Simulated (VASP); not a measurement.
Crystal: ScTaN.

```
Ta Sc N
1.0
     3.08507    0.00000    0.00000
    -1.54253    2.67175    0.00000
     0.00000    0.00000   10.34014
Ta Sc N
2 2 2
Direct
  0.33333 0.66667 0.24563
  0.66667 0.33333 0.75437
  0.00000 0.00000 0.00000
  0.00000 0.00000 0.50000
  0.33333 0.66667 0.62984
  0.66667 0.33333 0.37016
```

Base run:

```yaml
Program: VASP 6.6.1
Functional: r2SCAN
Potentials_or_basis: VASP PAW PBE potentials, release 64 (Ta_pv, Sc_sv, N)
Cutoff: 520 eV
k_mesh: 10 × 10 × 3
Occupations: fermi-dirac, width 0.05 eV
Spin: no spin polarisation
Hubbard_terms: Sc d U = 8.0 eV, Ta d U = 8.0 eV
```

Its results: band gap on the k mesh zero (bands 27 and 28 overlap by 1.69 eV); pressure 24.8 GPa; largest force 0.979 eV/Å.

Q: The run is repeated on the same cell with these changes: hubbard terms from Sc d U = 8.0 eV, Ta d U = 8.0 eV to Sc d U = 6.0 eV, Ta d U = 6.0 eV; further incar settings from ALGO = Normal; EDIFF = 1e-06; NBANDS = 36 to ALGO = Normal; EDIFF = 1e-07; NBANDS = 36. What comes out?

A: Band gap on the k mesh zero (bands 27 and 28 overlap by 1.34 eV); pressure 18.2 GPa; largest force 0.740 eV/Å.

Caveats: the cell stands under pressure; the PAW data sets were made with another functional, which shifts forces and pressure a little; spin-orbit coupling is left out, which moves the levels of the heavy elements; U without spin polarisation on a metal has little footing.
